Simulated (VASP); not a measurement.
# Mo (P-1) in VASP: notebook

Aim: see how the results for Mo move with the level of theory and the settings. Levels: PBEsol, r2SCAN. Tasks: single point.

Everything below comes from runs of VASP 6.6.1. Logs are shortened: lines on timing, memory, paths and dates and some standing lists are left out, and cuts for length are marked.

### 1 The cell of the first run

The typed cell holds 1 atom: a = 2.825 Å, b = 2.722 Å, c = 2.538 Å, α = 89.36°, β = 92.00°, γ = 122.00°.

### 2 Single point, PBEsol

File INCAR:

```
SYSTEM = Mo
PREC = Accurate
ENCUT = 520
EDIFF = 1E-7
ISMEAR = -1
SIGMA = 0.05
LREAL = .FALSE.
LASPH = .TRUE.
NELM = 80
ALGO = Normal
ISIF = 2
LWAVE = .FALSE.
LCHARG = .TRUE.
GGA = PS
LELF = .TRUE.
LVHAR = .TRUE.
NBANDS = 13
```

File KPOINTS:

```
regular mesh
0
G
  6 7 6
  0 0 0
```

File POSCAR:

```
Mo
1.0
    2.8244807000     -0.0180516400     -0.0483609000
   -1.4278735300      2.3175461800      0.0145522700
   -0.0451728600     -0.0103847700      2.5373308300
Mo
1
Direct
    0.0000000000      0.0000000000      0.5000000000
```

Potentials or basis: VASP PAW PBE potentials, release 64 (Mo_sv).

Command:

```sh
$ cat potpaw_PBE.64/Mo_sv/POTCAR > POTCAR
$ mpirun -np 1 vasp_std > vasp.out
```

OUTCAR:

```text
SYSTEM = Mo
   PREC = Accurate
   ENCUT = 520
   EDIFF = 1E-7
   ISMEAR = -1
   LREAL = .FALSE.
   LASPH = .TRUE.
   NELM = 80
   ISIF = 2
   GGA = PS

 ion  position               nearest neighbor table
   1  0.000  0.000  0.500-

  LATTYP: Found a triclinic cell.
 ALAT       =     2.8249523647
 B/A-ratio  =     0.9636061948
 C/A-ratio  =     0.8983352041
 COS(alpha) =     0.0111980975
 COS(beta)  =     0.0348875442
 COS(gamma) =     0.5299847481

  Lattice vectors:

 A1 = (   2.8244807000,  -0.0180516400,  -0.0483609000)
 A2 = (   1.4278735300,  -2.3175461800,  -0.0145522700)
 A3 = (   0.0451728600,   0.0103847700,  -2.5373308300)

Analysis of symmetry for initial positions (statically):
=====================================================================
 Subroutine PRICEL returns:
 Original cell was already a primitive cell.

 Routine SETGRP: Setting up the symmetry group for a
 triclinic supercell.

 Subroutine GETGRP returns: Found  2 space group operations
 (whereof  2 operations were pure point group operations)
 out of a pool of  2 trial point group operations.

The static configuration has the point symmetry S_2 .

Analysis of symmetry for dynamics (positions and initial velocities):
=====================================================================
 Subroutine PRICEL returns:
 Original cell was already a primitive cell.

 Routine SETGRP: Setting up the symmetry group for a
 triclinic supercell.

 Subroutine GETGRP returns: Found  2 space group operations
 (whereof  2 operations were pure point group operations)
 out of a pool of  2 trial point group operations.

The dynamic configuration has the point symmetry S_2 .

 Subroutine INISYM returns: Found  2 space group operations
 (whereof  2 operations are pure point group operations),
 and found     1 'primitive' translations

----------------------------------------------------------------------------------------

                                     Primitive cell

  volume of cell :      16.5383

  direct lattice vectors                    reciprocal lattice vectors
     2.824480700 -0.018051640 -0.048360900     0.355570951  0.219026998  0.007226768
    -1.427873530  2.317546180  0.014552270     0.002799880  0.433204463  0.001822863
    -0.045172860 -0.010384770  2.537330830     0.006761037  0.001690057  0.394242231

  length of vectors
     2.824952365  2.722141599  2.537754159     0.417679008  0.433217346  0.394303822

  position of ions in fractional coordinates (direct lattice)
     0.000000000  0.000000000  0.500000000

  ion indices of the primitive-cell ions
   primitive index   ion index
                 1           1

----------------------------------------------------------------------------------------

 KPOINTS: regular mesh

Automatic generation of k-mesh.
 Grid dimensions read from file:
 generate k-points for:    6    7    6

 Generating k-lattice:

  Cartesian coordinates                     Fractional coordinates (reciprocal lattice)
     0.059261825  0.036504500  0.001204461     0.166666667 -0.000000000  0.000000000
     0.000399983  0.061886352  0.000260409    -0.000000000  0.142857143 -0.000000000
     0.001126839  0.000281676  0.065707038    -0.000000000  0.000000000  0.166666667

  Length of vectors
     0.069613168  0.061888192  0.065717304

  Shift w.r.t. Gamma in fractional coordinates (k-lattice)
     0.000000000  0.000000000  0.000000000

 Subroutine IBZKPT returns following result:
 ===========================================

 Found    128 irreducible k-points:

 Following reciprocal coordinates:
            Coordinates               Weight
  0.000000  0.000000  0.000000      1.000000
  0.166667 -0.000000  0.000000      2.000000
  0.333333  0.000000  0.000000      2.000000
  0.500000  0.000000  0.000000      1.000000
  0.000000  0.142857 -0.000000      2.000000
  0.166667  0.142857  0.000000      2.000000
[... 16 lines left out ...]
 -0.000000  0.000000  0.166667      2.000000
  0.166667 -0.000000  0.166667      2.000000
 [... further k-points ...]
   k-points           NKPTS =    128   k-points in BZ     NKDIM =    128   number of bands    NBANDS=     13
   number of dos      NEDOS =    301   number of ions     NIONS =      1
   total plane-waves  NPLWV =   9600
   dimension x,y,z NGX =    24 NGY =   20 NGZ =   20
   dimension x,y,z NGXF=    48 NGYF=   40 NGZF=   40
   ions per type =               1
   NGX,Y,Z   is equivalent  to a cutoff of  14.12, 12.21, 13.10 a.u.
   NGXF,Y,Z  is equivalent  to a cutoff of  28.25, 24.43, 26.20 a.u.
 SYSTEM =  Mo
   PREC   = accura    normal or accurate (medium, high low for compatibility)
   ISTART =      0    job   : 0-new  1-cont  2-samecut
   ICHARG =      2    charge: 1-file 2-atom 10-const
   ISPIN  =      1    spin polarized calculation?
   LNONCOLLINEAR =      F non collinear calculations
   LSORBIT =      F    spin-orbit coupling
   LASPH  =      T    aspherical Exc in radial PAW
   ENCUT  =  520.0 eV  38.22 Ry    6.18 a.u.   5.25  5.06  4.72*2*pi/ulx,y,z
   NELM   =     80;   NELMIN=  2; NELMDL= -5     # of ELM steps
   EDIFF  = 0.1E-06   stopping-criterion for ELM
   LREAL  =      F    real-space projection
   EDIFFG = 0.1E-05   stopping-criterion for IOM
   NSW    =      0    number of steps for IOM
   IBRION =     -1    ionic relax: 0-MD 1-quasi-New 2-CG
   NFREE  =      0    steps in history (QN), initial steepest desc. (CG)
   ISIF   =      2    stress and relaxation
   ISYM   =      2    0-nonsym 1-usesym 2-fastsym
   POTIM  = 0.5000    time-step for ionic-motion
   TEBEG  =    0.0;   TEEND  =   0.0 temperature during run
   PSTRESS=    0.0 pullay stress
   NELECT =      14.0000    total number of electrons
   NUPDOWN=      -1.0000    fix difference up-down
   EMIN   =  10.00;   EMAX   =-10.00  energy-range for DOS
   EFERMI =   0.00;   METHOD = LEGACY
   ISMEAR =    -1;   SIGMA  =   0.05  broadening in eV -4-tet -1-fermi 0-gaus
   EFERMI_NEDOS =   21; number of points for ismear=-14 and -15
   IALGO  =     38    algorithm
   IMIX   =      4    mixing-type and parameters
     AMIX     =   0.40;   BMIX     =  1.00
     AMIX_MAG =   1.60;   BMIX_MAG =  1.00
  volume/ion in A,a.u.               =      16.54       111.61
  Fermi-wavevector in a.u.,A,eV,Ry     =   1.548653  2.926529 32.631197  2.398325
  Thomas-Fermi vector in A             =   2.653572
   LORBIT       =      0    0 simple, 1 ext, 2 COOP (PROOUT), +10 PAW based schemes
   GGA     = PS    functional components
   LHFCALC =     F    Hartree Fock is set to
   AEXX    =    0.0000 exact exchange contribution
   IVDW    =     0    specifies the selected vdW correction
   LEPSILON=     F    determine dielectric tensor
   LRPA    =     F    only Hartree local field effects (RPA)
 non-spin polarized calculation
  energy-cutoff  :      520.00
  volume of cell :       16.54
 maximum number of plane-waves:       457
 NGX is ok and might be reduce to    24
   NGX = 11   NGY = 11   NGZ =  9

 number of electron      13.9999999 magnetization

 Free energy of the ion-electron system (eV)
  ---------------------------------------------------
  ext. energy  EPLUGINS =         0.00000000
  ---------------------------------------------------
  free energy    TOTEN  =       -10.96712442 eV

  energy without entropy =      -10.96180648  energy(sigma->0) =      -10.96446545

 E-fermi :  11.6246     XC(G=0): -13.1215

 val. band max:       11.6083972934   @ k =  -0.3333   0.1429   0.3333
 cond. band min:      11.7006536543   @ k =   0.1667  -0.4286   0.3333
 fundamental gap:      0.0922563609
 Fermi energy:        11.6245564796

 k-point     1 :       0.0000    0.0000    0.0000
  band No.  band energies     occupation
      1     -49.4965      2.00000
      2     -22.8801      2.00000
      3     -22.7512      2.00000
      4     -22.6726      2.00000
      5       4.6231      2.00000
      6       7.1285      2.00000
      7       9.8955      2.00000
      8      11.1765      1.99974
      9      15.4978      0.00000
     10      15.7241      0.00000
     11      24.3732      0.00000
     12      27.3987      0.00000
     13      31.3842      0.00000

 k-point     2 :       0.1667   -0.0000    0.0000
  band No.  band energies     occupation
      1     -49.4435      2.00000
      2     -23.1705      2.00000
      3     -22.8847      2.00000
      4     -22.6399      2.00000
      5       5.5823      2.00000
      6       7.5230      2.00000
      7       9.5702      2.00000
      8      11.7126      0.29345
      9      14.6396      0.00000
     10      15.4768      0.00000
     11      26.1172      0.00000
     12      28.4401      0.00000
     13      29.3420      0.00000

 k-point     3 :       0.3333    0.0000    0.0000
  band No.  band energies     occupation
      1     -49.3359      2.00000
      2     -23.8445      2.00000
      3     -23.0249      2.00000
      4     -22.5677      2.00000
      5       6.7562      2.00000
      6       7.8132      2.00000
      7      10.5542      2.00000
      8      13.1893      0.00000
      9      13.9847      0.00000
     10      15.1905      0.00000
     11      23.3319      0.00000
     12      27.0242      0.00000
     13      29.6763      0.00000
[... 305 lines left out ...]
 k-point    23 :      -0.0000    0.0000    0.1667
  band No.  band energies     occupation
      1     -49.4333      2.00000
      2     -23.1596      2.00000
      3     -22.8341      2.00000
      4     -22.7074      2.00000
      5       5.3770      2.00000
      6       8.2432      2.00000
      7      10.0994      2.00000
      8      11.3671      1.98847
      9      14.4048      0.00000
     10      14.6809      0.00000
     11      24.4044      0.00000
     12      24.9356      0.00000
     13      33.8517      0.00000

 k-point    24 :       0.1667   -0.0000    0.1667
  band No.  band energies     occupation
      1     -49.3803      2.00000
      2     -23.1573      2.00000
      3     -23.0875      2.00000
      4     -22.8422      2.00000
      5       6.3465      2.00000
      6       8.5460      2.00000
      7       9.7687      2.00000
      8      11.9075      0.00695
      9      13.7705      0.00000
     10      14.4013      0.00000
     11      25.6651      0.00000
     12      26.6083      0.00000
     13      30.4531      0.00000

 [... further k-points ...]

------------------------ aborting loop because EDIFF is reached ----------------------------------------

  FORCE on cell =-STRESS in cart. coord.  units (eV):
  Direction    XX          YY          ZZ          XY          YZ          ZX
  --------------------------------------------------------------------------------------
  -------------------------------------------------------------------------------------
  Total        0.3441476     -0.3777241     -1.4323703      0.1774097     -0.1396102     -0.3074312
  in kB       33.3399503    -36.5927365   -138.7635833     17.1869021    -13.5250061    -29.7829768
  external PRESSURE =     -47.3387898 kB  Pullay stress =       0.0000000 kB

 VOLUME and BASIS-vectors are now :
 -----------------------------------------------------------------------------
  energy-cutoff  :      520.00
  volume of cell :       16.54
      direct lattice vectors                 reciprocal lattice vectors
     2.824480700 -0.018051640 -0.048360900     0.355570951  0.219026998  0.007226768
    -1.427873530  2.317546180  0.014552270     0.002799880  0.433204463  0.001822863
    -0.045172860 -0.010384770  2.537330830     0.006761037  0.001690057  0.394242231

 POSITION                                       TOTAL-FORCE (eV/Angst)
 -----------------------------------------------------------------------------------
     -0.02259     -0.00519      1.26867        -0.000000      0.000000      0.000000
 -----------------------------------------------------------------------------------
    total drift:                               -0.000000      0.000000     -0.000000

  FREE ENERGIE OF THE ION-ELECTRON SYSTEM (eV)
  ---------------------------------------------------
  free  energy   TOTEN  =       -10.9671244242 eV

  energy  without entropy=      -10.9618064760  energy(sigma->0) =      -10.96446545
```

It took 15 s on 1 thread of Intel Xeon Platinum 8259CL at 2.50GHz (Skylake/Cascade Lake), shared host; peak memory 0.14 GiB.

What came out:

| Property | Result |
| --- | --- |
| Free energy | -10.9671 eV |
| Pressure | -4.7 GPa |
| Band gap on the k mesh | zero (band 7 reaches 12.38 eV, above the bottom of band 8 at 10.73 eV) |

Levels at points of the mesh, in eV from the Fermi level:
```
           k point  band 5  band 6  band 7  band 8  band 9  band 10
(0.00, 0.00, 0.00)   -7.00   -4.50   -1.73   -0.45    3.87     4.10
(0.50, 0.00, 0.00)   -5.08   -3.40    0.71    0.97    3.43     4.01
(0.00, 0.00, 0.50)   -3.88   -0.85   -0.07    0.28    0.48     0.73
(0.50, 0.00, 0.50)   -5.55   -3.51   -0.57    4.33    6.03     6.06
```

Caveat: the k points lie up to 0.44 Å⁻¹ apart; the PAW data sets were made with another functional, which shifts forces and pressure a little.

### 3 Single point, r2SCAN

POSCAR is that of step 2.

File INCAR.step1:

```
SYSTEM = Mo
PREC = Accurate
ENCUT = 520
ISMEAR = -1
SIGMA = 0.05
LREAL = .False.
LASPH = .True.
NELM = 80
NBANDS = 13
GGA = PE
ALGO = Normal
EDIFF = 1E-4
LWAVE = .True.
LCHARG = .False.
```

File INCAR.step2:

```
SYSTEM = Mo
PREC = Accurate
ENCUT = 520
EDIFF = 1E-7
ISMEAR = -1
SIGMA = 0.05
LREAL = .False.
LASPH = .True.
NELM = 80
ALGO = Normal
ISIF = 2
LWAVE = .False.
LCHARG = .False.
METAGGA = R2SCAN
LMIXTAU = .True.
NBANDS = 13
ISTART = 1
```

File KPOINTS:

```
Automatic mesh
0
Gamma
  6 7 6
  0 0 0
```

Potentials or basis: VASP PAW PBE potentials, release 64 (Mo_sv).

Command:

```sh
$ cat potpaw_PBE.64/Mo_sv/POTCAR > POTCAR
$ cp INCAR.step1 INCAR
$ mpirun -np 1 vasp_std > vasp.out
$ cp INCAR.step2 INCAR
$ mpirun -np 1 vasp_std > vasp.out
```

Run time: 64 s. Hardware: 1 thread of Intel Xeon Platinum 8259CL at 2.50GHz (Skylake/Cascade Lake), shared host; peak memory 0.15 GiB.

The run converged. Its results:

| Quantity | Value |
| --- | --- |
| Free energy | -25.2429 eV |
| Pressure | -0.2 GPa |
| Band gap on the k mesh | zero (band 7 reaches 12.46 eV, above the bottom of band 8 at 10.79 eV) |

Stress tensor (GPa, compression positive):
```
 8.16  1.25 -2.87
 1.25  0.21 -1.34
-2.87 -1.34 -8.97
```

Levels at points of the mesh, in eV from the Fermi level:
```tsv
k point	band 4	band 5	band 6	band 7	band 8	band 9	band 10	band 11
(0.00, 0.00, 0.00)	-35.58	-7.39	-4.91	-1.87	-0.45	4.07	4.31	13.26
(0.50, 0.00, 0.00)	-35.44	-5.39	-3.71	0.61	1.11	3.63	4.13	10.27
(0.00, 0.00, 0.50)	-35.49	-4.11	-0.96	-0.23	0.33	0.56	0.85	10.54
(0.50, 0.00, 0.50)	-35.82	-5.81	-3.73	-0.50	4.45	6.07	6.30	7.39
```

Caveat: the k points lie up to 0.44 Å⁻¹ apart; the PAW data sets were made with another functional, which shifts forces and pressure a little.
